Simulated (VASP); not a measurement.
A run of VASP 6.6.1:

Contents of INCAR:

```
  PREC = Accurate
  ENCUT = 520
  EDIFF = 1E-6
  ISMEAR = 0
  SIGMA = 0.02
  LREAL = False
  LASPH = True
  NELM = 60
  ALGO = Normal
  ISIF = 2
  LWAVE = False
  LCHARG = False
  GGA = PE
  NBANDS = 16
```

File KPOINTS:

```
regular mesh
0
Gamma
  10 10 10
```

File POSCAR:

```
CdSe
1.0
    0.0000000000      3.0702711986      3.0702711986
    3.0702711986      0.0000000000      3.0702711986
    3.0702711986      3.0702711986      0.0000000000
Cd Se
1 1
Direct
    0.0000000000      0.0000000000      0.0000000000
    0.7500000000      0.7500000000      0.7500000000
```

Potentials or basis: VASP PAW PBE potentials, release 64 (Cd, Se).

The run is started by

```bash
$ cat potpaw_PBE.64/Cd/POTCAR potpaw_PBE.64/Se/POTCAR > POTCAR
$ mpirun -np 1 vasp_std > vasp.out
```

Hardware: 1 thread of Intel Xeon 6975P-C, with other jobs on the host.

Estimate the wall time of this run.

Wall time 12 s on 1 thread of Intel Xeon 6975P-C, on a shared host, peak memory 0.2 GiB. Counts: scf iterations 12, k points 47.
